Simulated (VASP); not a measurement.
# CaSe (Fm-3m) in VASP: further runs, part 2 of 2

VASP 6.6.1.

## Step 4: Single point, LDA (26.73 Å³/atom)

This run uses another cell than the first one, of 26.73 Å³/atom.

INCAR reads:

```
PREC = Accurate
ENCUT = 520
EDIFF = 1E-6
ISMEAR = -1
SIGMA = 0.03
LREAL = F
LASPH = T
NELM = 80
ALGO = Normal
ISIF = 2
LWAVE = F
LCHARG = F
GGA = CA
NBANDS = 15
```

KPOINTS reads:

```
Automatic mesh
0
Gamma
  9 9 9
```

POSCAR reads:

```
CaSe
1.0
    0.0000000000      2.9899091295      2.9899091295
    2.9899091295      0.0000000000      2.9899091295
    2.9899091295      2.9899091295      0.0000000000
Ca Se
1 1
Direct
    0.0000000000      0.0000000000      0.0000000000
    0.5000000000      0.5000000000      0.5000000000
```

Potentials or basis: VASP PAW LDA potentials, release 64 (Ca_sv, Se).

The run is started by

```sh
$ cat potpaw_LDA.64/Ca_sv/POTCAR potpaw_LDA.64/Se/POTCAR > POTCAR
$ mpirun -np 1 vasp_std > vasp.out
```

OUTCAR:

```text
PREC = Accurate
   ENCUT = 520
   EDIFF = 1E-6
   ISMEAR = -1
   LREAL = F
   LASPH = T
   NELM = 80
   ISIF = 2
   GGA = CA

 ion  position               nearest neighbor table
   1  0.000  0.000  0.000-
   2  0.500  0.500  0.500-

  LATTYP: Found a face centered cubic cell.
 ALAT       =     5.9798182590

  Lattice vectors:

 A1 = (   0.0000000000,   2.9899091295,   2.9899091295)
 A2 = (   2.9899091295,   0.0000000000,   2.9899091295)
 A3 = (   2.9899091295,   2.9899091295,   0.0000000000)

Analysis of symmetry for initial positions (statically):
=====================================================================
 Subroutine PRICEL returns:
 Original cell was already a primitive cell.

 Routine SETGRP: Setting up the symmetry group for a
 face centered cubic supercell.

 Subroutine GETGRP returns: Found 48 space group operations
 (whereof 48 operations were pure point group operations)
 out of a pool of 48 trial point group operations.

The static configuration has the point symmetry O_h .

Analysis of symmetry for dynamics (positions and initial velocities):
=====================================================================
 Subroutine PRICEL returns:
 Original cell was already a primitive cell.

 Routine SETGRP: Setting up the symmetry group for a
 face centered cubic supercell.

 Subroutine GETGRP returns: Found 48 space group operations
 (whereof 48 operations were pure point group operations)
 out of a pool of 48 trial point group operations.

The dynamic configuration has the point symmetry O_h .

 Subroutine INISYM returns: Found 48 space group operations
 (whereof 48 operations are pure point group operations),
 and found     1 'primitive' translations

----------------------------------------------------------------------------------------

                                     Primitive cell

  volume of cell :      53.4569

  direct lattice vectors                    reciprocal lattice vectors
[... 115 lines left out ...]
   IVDW    =     0    specifies the selected vdW correction
   LEPSILON=     F    determine dielectric tensor
   LRPA    =     F    only Hartree local field effects (RPA)
 non-spin polarized calculation
  energy-cutoff  :      520.00
  volume of cell :       53.46
 maximum number of plane-waves:      1459
   NGX = 15   NGY = 15   NGZ = 15

 number of electron      16.0000000 magnetization

 Free energy of the ion-electron system (eV)
  ---------------------------------------------------
  ext. energy  EPLUGINS =         0.00000000
  ---------------------------------------------------
  free energy    TOTEN  =       -10.51681678 eV

  energy without entropy =      -10.51681678  energy(sigma->0) =      -10.51681678

 E-fermi :   2.8379     XC(G=0):  -9.3611

 val. band max:        2.1214625570   @ k =   0.0000   0.0000   0.0000
 cond. band min:       4.0969769247   @ k =   0.4444   0.4444   0.0000
 fundamental gap:      1.9755143677
 Fermi energy:         2.8378679900

 k-point     1 :       0.0000    0.0000    0.0000
  band No.  band energies     occupation
      1     -37.2524      2.00000
      2     -18.5370      2.00000
      3     -18.5370      2.00000
      4     -18.5370      2.00000
      5      -9.6077      2.00000
      6       2.1215      2.00000
      7       2.1215      2.00000
      8       2.1215      2.00000
      9       5.0552      0.00000
     10       5.6771      0.00000
     11       5.6771      0.00000
     12       5.6771      0.00000
     13       6.2539      0.00000
     14       6.2539      0.00000
[... 401 lines left out ...]
      2     -18.6115      2.00000
      3     -18.5666      2.00000
      4     -18.5666      2.00000
      5      -9.0741      2.00000
      6      -0.3483      2.00000
      7       1.2237      2.00000
      8       1.2237      2.00000
      9       4.0970      0.00000
     10       6.8571      0.00000
     11       6.9672      0.00000
     12       7.8985      0.00000
     13       7.8985      0.00000
     14       7.9461      0.00000
     15      11.7952      0.00000

 [... further k-points ...]

------------------------ aborting loop because EDIFF is reached ----------------------------------------

  FORCE on cell =-STRESS in cart. coord.  units (eV):
  Direction    XX          YY          ZZ          XY          YZ          ZX
  --------------------------------------------------------------------------------------
  -------------------------------------------------------------------------------------
  Total       -1.4378971     -1.4378971     -1.4378971      0.0000000      0.0000000     -0.0000000
  in kB      -43.0957469    -43.0957469    -43.0957469      0.0000000      0.0000000     -0.0000000
  external PRESSURE =     -43.0957469 kB  Pullay stress =       0.0000000 kB

 VOLUME and BASIS-vectors are now :
 -----------------------------------------------------------------------------
  energy-cutoff  :      520.00
  volume of cell :       53.46
      direct lattice vectors                 reciprocal lattice vectors
     0.000000000  2.989909129  2.989909129    -0.167229163  0.167229163  0.167229163
     2.989909129  0.000000000  2.989909129     0.167229163 -0.167229163  0.167229163
     2.989909129  2.989909129  0.000000000     0.167229163  0.167229163 -0.167229163

 POSITION                                       TOTAL-FORCE (eV/Angst)
 -----------------------------------------------------------------------------------
      0.00000      0.00000      0.00000         0.000000     -0.000000      0.000000
      2.98991      2.98991      2.98991        -0.000000      0.000000     -0.000000
 -----------------------------------------------------------------------------------
    total drift:                                0.000000     -0.000000     -0.000000

  FREE ENERGIE OF THE ION-ELECTRON SYSTEM (eV)
  ---------------------------------------------------
  free  energy   TOTEN  =       -10.5168167789 eV

  energy  without entropy=      -10.5168167789  energy(sigma->0) =      -10.51681678
```

OSZICAR:

```text
N       E                     dE             d eps       ncg     rms          rms(c)
DAV:   1     0.105240692624E+03    0.10524E+03   -0.73633E+03  1050   0.976E+02
DAV:   2    -0.613421955469E+01   -0.11137E+03   -0.10601E+03  1309   0.241E+02
DAV:   3    -0.104821166617E+02   -0.43479E+01   -0.43036E+01  1422   0.457E+01
DAV:   4    -0.107167835579E+02   -0.23467E+00   -0.23455E+00  1443   0.863E+00
DAV:   5    -0.107182255940E+02   -0.14420E-02   -0.14420E-02  1429   0.744E-01    0.442E+00
DAV:   6    -0.105438961630E+02    0.17433E+00   -0.21276E-01  1232   0.244E+00    0.256E+00
DAV:   7    -0.105185190354E+02    0.25377E-01   -0.82668E-02  1378   0.185E+00    0.825E-01
DAV:   8    -0.105168778419E+02    0.16412E-02   -0.96699E-03  1197   0.780E-01    0.108E-01
DAV:   9    -0.105168115654E+02    0.66277E-04   -0.70565E-04  1294   0.255E-01    0.455E-02
DAV:  10    -0.105168146345E+02   -0.30691E-05   -0.11752E-04  1295   0.651E-02    0.161E-02
DAV:  11    -0.105168173885E+02   -0.27540E-05   -0.11931E-05  1288   0.312E-02    0.805E-03
DAV:  12    -0.105168167789E+02    0.60962E-06   -0.63318E-07   792   0.517E-03
   1 F= -.10516817E+02 E0= -.10516817E+02  d E =-.267339E-12
```

stdout:

```text
POSCAR found type information on POSCAR CaSe
 POSCAR found :  2 types and       2 ions
 scaLAPACK will be used
 LDA part: xc-table for (Slater(with rela. corr.)+CA(PZ))
 , standard interpolation
 POSCAR, INCAR and KPOINTS ok, starting setup
 FFT: planning ... GRIDC
 FFT: planning ... GRID_SOFT
 FFT: planning ... GRID
 WAVECAR not read
 entering main loop
```

It took 29 s on 1 thread of Intel Xeon 8259CL, shared host; peak memory 0.17 GiB.

Results:

```
Free energy            : -10.5168 eV
Pressure               : -4.3 GPa
Band gap on the k mesh : 1.98 eV (least direct gap 2.87 eV)
```

Levels at points of the mesh, in eV from the valence-band top:
```csv
k point,band 6,band 7,band 8,band 9,band 10,band 11
"(0.00, 0.00, 0.00)",0.00,0.00,0.00,2.93,3.56,3.56
```

Caveat: the cell stands under tension; an odd mesh through Γ misses points on the zone boundary, where band edges can lie.

## Step 5: Single point, LDA (27.25 Å³/atom)

This run uses another cell than the first one, of 27.25 Å³/atom.

INCAR reads:

```
SYSTEM = CaSe
PREC = Accurate
ENCUT = 520
EDIFF = 1E-7
ISMEAR = -1
SIGMA = 0.03
LREAL = .FALSE.
LASPH = .TRUE.
NELM = 80
ALGO = Normal
ISIF = 2
LWAVE = .FALSE.
LCHARG = .FALSE.
GGA = CA
NBANDS = 15
```

KPOINTS reads:

```
regular mesh
0
G
  9 9 9
  0 0 0
```

POSCAR reads:

```
CaSe
1.0
    0.0000000000      3.0093246679      3.0093246679
    3.0093246679      0.0000000000      3.0093246679
    3.0093246679      3.0093246679      0.0000000000
Ca Se
1 1
Direct
    0.0000000000      0.0000000000      0.0000000000
    0.5000000000      0.5000000000      0.5000000000
```

Potentials or basis: VASP PAW LDA potentials, release 64 (Ca_sv, Se).

The run is started by

```sh
$ cat potpaw_LDA.64/Ca_sv/POTCAR potpaw_LDA.64/Se/POTCAR > POTCAR
$ mpirun -np 1 vasp_std > vasp.out
```

OUTCAR:

```text
SYSTEM = CaSe
   PREC = Accurate
   ENCUT = 520
   EDIFF = 1E-7
   ISMEAR = -1
   LREAL = .FALSE.
   LASPH = .TRUE.
   NELM = 80
   ISIF = 2
   GGA = CA

 ion  position               nearest neighbor table
   1  0.000  0.000  0.000-
   2  0.500  0.500  0.500-

  LATTYP: Found a face centered cubic cell.
 ALAT       =     6.0186493358

  Lattice vectors:

 A1 = (   0.0000000000,   3.0093246679,   3.0093246679)
 A2 = (   3.0093246679,   0.0000000000,   3.0093246679)
 A3 = (   3.0093246679,   3.0093246679,   0.0000000000)

Analysis of symmetry for initial positions (statically):
=====================================================================
 Subroutine PRICEL returns:
 Original cell was already a primitive cell.

 Routine SETGRP: Setting up the symmetry group for a
 face centered cubic supercell.

 Subroutine GETGRP returns: Found 48 space group operations
 (whereof 48 operations were pure point group operations)
 out of a pool of 48 trial point group operations.

The static configuration has the point symmetry O_h .

Analysis of symmetry for dynamics (positions and initial velocities):
=====================================================================
 Subroutine PRICEL returns:
 Original cell was already a primitive cell.

 Routine SETGRP: Setting up the symmetry group for a
 face centered cubic supercell.

 Subroutine GETGRP returns: Found 48 space group operations
 (whereof 48 operations were pure point group operations)
 out of a pool of 48 trial point group operations.

The dynamic configuration has the point symmetry O_h .

 Subroutine INISYM returns: Found 48 space group operations
 (whereof 48 operations are pure point group operations),
 and found     1 'primitive' translations

----------------------------------------------------------------------------------------

                                     Primitive cell

  volume of cell :      54.5051

[... 110 lines left out ...]
  Fermi-wavevector in a.u.,A,eV,Ry     =   1.088017  2.056054 16.106326  1.183782
  Thomas-Fermi vector in A             =   2.224189
   LORBIT       =      0    0 simple, 1 ext, 2 COOP (PROOUT), +10 PAW based schemes
   GGA     = CA    functional components
   LHFCALC =     F    Hartree Fock is set to
   AEXX    =    0.0000 exact exchange contribution
   IVDW    =     0    specifies the selected vdW correction
   LEPSILON=     F    determine dielectric tensor
   LRPA    =     F    only Hartree local field effects (RPA)
 non-spin polarized calculation
  energy-cutoff  :      520.00
  volume of cell :       54.51
 maximum number of plane-waves:      1484
   NGX = 15   NGY = 15   NGZ = 15

 number of electron      16.0000001 magnetization

 Free energy of the ion-electron system (eV)
  ---------------------------------------------------
  ext. energy  EPLUGINS =         0.00000000
  ---------------------------------------------------
  free energy    TOTEN  =       -10.48637899 eV

  energy without entropy =      -10.48637899  energy(sigma->0) =      -10.48637899

 E-fermi :   2.6522     XC(G=0):  -9.2809

 val. band max:        1.9910678009   @ k =   0.0000   0.0000   0.0000
 cond. band min:       4.0069494524   @ k =   0.4444   0.4444   0.0000
 fundamental gap:      2.0158816514
 Fermi energy:         2.6521643600

 k-point     1 :       0.0000    0.0000    0.0000
  band No.  band energies     occupation
      1     -37.4435      2.00000
      2     -18.7244      2.00000
      3     -18.7244      2.00000
      4     -18.7244      2.00000
      5      -9.6753      2.00000
      6       1.9911      2.00000
      7       1.9911      2.00000
      8       1.9911      2.00000
      9       4.8258      0.00000
     10       5.5491      0.00000
     11       5.5491      0.00000
     12       5.5491      0.00000
     13       6.1071      0.00000
     14       6.1071      0.00000
[... 401 lines left out ...]
      2     -18.7927      2.00000
      3     -18.7517      2.00000
      4     -18.7517      2.00000
      5      -9.1630      2.00000
      6      -0.4293      2.00000
      7       1.1113      2.00000
      8       1.1113      2.00000
      9       4.0069      0.00000
     10       6.6385      0.00000
     11       6.8002      0.00000
     12       7.7028      0.00000
     13       7.7028      0.00000
     14       7.7337      0.00000
     15      11.5242      0.00000

 [... further k-points ...]
[... 5 lines left out ...]
  --------------------------------------------------------------------------------------
  -------------------------------------------------------------------------------------
  Total       -1.7112726     -1.7112726     -1.7112726     -0.0000000     -0.0000000      0.0000000
  in kB      -50.3028551    -50.3028551    -50.3028551     -0.0000000     -0.0000000      0.0000000
  external PRESSURE =     -50.3028551 kB  Pullay stress =       0.0000000 kB

 VOLUME and BASIS-vectors are now :
 -----------------------------------------------------------------------------
  energy-cutoff  :      520.00
  volume of cell :       54.51
      direct lattice vectors                 reciprocal lattice vectors
     0.000000000  3.009324668  3.009324668    -0.166150235  0.166150235  0.166150235
     3.009324668  0.000000000  3.009324668     0.166150235 -0.166150235  0.166150235
     3.009324668  3.009324668  0.000000000     0.166150235  0.166150235 -0.166150235

 POSITION                                       TOTAL-FORCE (eV/Angst)
 -----------------------------------------------------------------------------------
      0.00000      0.00000      0.00000        -0.000000      0.000000      0.000000
      3.00932      3.00932      3.00932         0.000000     -0.000000     -0.000000
 -----------------------------------------------------------------------------------
    total drift:                                0.000000     -0.000000     -0.000000

  FREE ENERGIE OF THE ION-ELECTRON SYSTEM (eV)
  ---------------------------------------------------
  free  energy   TOTEN  =       -10.4863789859 eV

  energy  without entropy=      -10.4863789859  energy(sigma->0) =      -10.48637899
```

OSZICAR:

```text
N       E                     dE             d eps       ncg     rms          rms(c)
DAV:   1     0.106409598733E+03    0.10641E+03   -0.73518E+03  1050   0.975E+02
DAV:   2    -0.595187168067E+01   -0.11236E+03   -0.10599E+03  1309   0.242E+02
DAV:   3    -0.104725777042E+02   -0.45207E+01   -0.44787E+01  1448   0.460E+01
DAV:   4    -0.106892651270E+02   -0.21669E+00   -0.21662E+00  1432   0.843E+00
DAV:   5    -0.106911516687E+02   -0.18865E-02   -0.18865E-02  1440   0.770E-01    0.443E+00
DAV:   6    -0.105126059997E+02    0.17855E+00   -0.22276E-01  1225   0.248E+00    0.255E+00
DAV:   7    -0.104880253012E+02    0.24581E-01   -0.82770E-02  1355   0.184E+00    0.837E-01
DAV:   8    -0.104864399952E+02    0.15853E-02   -0.10572E-02  1183   0.793E-01    0.113E-01
DAV:   9    -0.104863720591E+02    0.67936E-04   -0.76641E-04  1286   0.254E-01    0.467E-02
DAV:  10    -0.104863778000E+02   -0.57410E-05   -0.13738E-04  1288   0.698E-02    0.164E-02
DAV:  11    -0.104863797922E+02   -0.19921E-05   -0.11935E-05  1366   0.301E-02    0.862E-03
DAV:  12    -0.104863791657E+02    0.62651E-06   -0.74530E-07  1240   0.473E-03    0.483E-03
DAV:  13    -0.104863789875E+02    0.17815E-06   -0.80999E-07  1295   0.516E-03    0.111E-03
DAV:  14    -0.104863789859E+02    0.16655E-08   -0.25130E-08   581   0.107E-03
   1 F= -.10486379E+02 E0= -.10486379E+02  d E =-.157348E-11
```

Wall time 33 s (1 thread of Intel Xeon 8259CL, shared host); peak memory 0.17 GiB.

Results:

* Free energy: -10.4864 eV
* Pressure: -5.0 GPa
* Band gap on the k mesh: 2.02 eV (least direct gap 2.83 eV)

Levels at points of the mesh, in eV from the valence-band top:
```csv
k point,band 6,band 7,band 8,band 9,band 10,band 11
"(0.00, 0.00, 0.00)",0.00,0.00,0.00,2.83,3.56,3.56
```

Caveat: the cell stands under tension; an odd mesh through Γ misses points on the zone boundary, where band edges can lie.

## Step 6: Overview

| cell | gap on the mesh (eV) | pressure (GPa) |
| --- | --- | --- |
| a = 4.144 Å, angles 60.0°, 2 atoms | 1.83 | -1.6 |
| a = 4.172 Å, angles 60.0°, 2 atoms | 1.88 | -2.6 |
| a = 4.228 Å, angles 60.0°, 2 atoms | 1.98 | -4.3 |
| a = 4.256 Å, angles 60.0°, 2 atoms | 2.02 | -5.0 |

Alike in all rows: task single point; level LDA; potentials or basis VASP PAW LDA potentials, release 64 (Ca_sv, Se); no spin polarisation; k mesh 9 × 9 × 9; cutoff (eV) 520; smearing fermi-dirac 0.03 eV.

Caveats: an odd mesh through Γ misses points on the zone boundary, where band edges can lie; the cell stands under tension (at least some runs).

Total energies depend on the potentials used, so only differences within one code and one set of settings carry meaning.
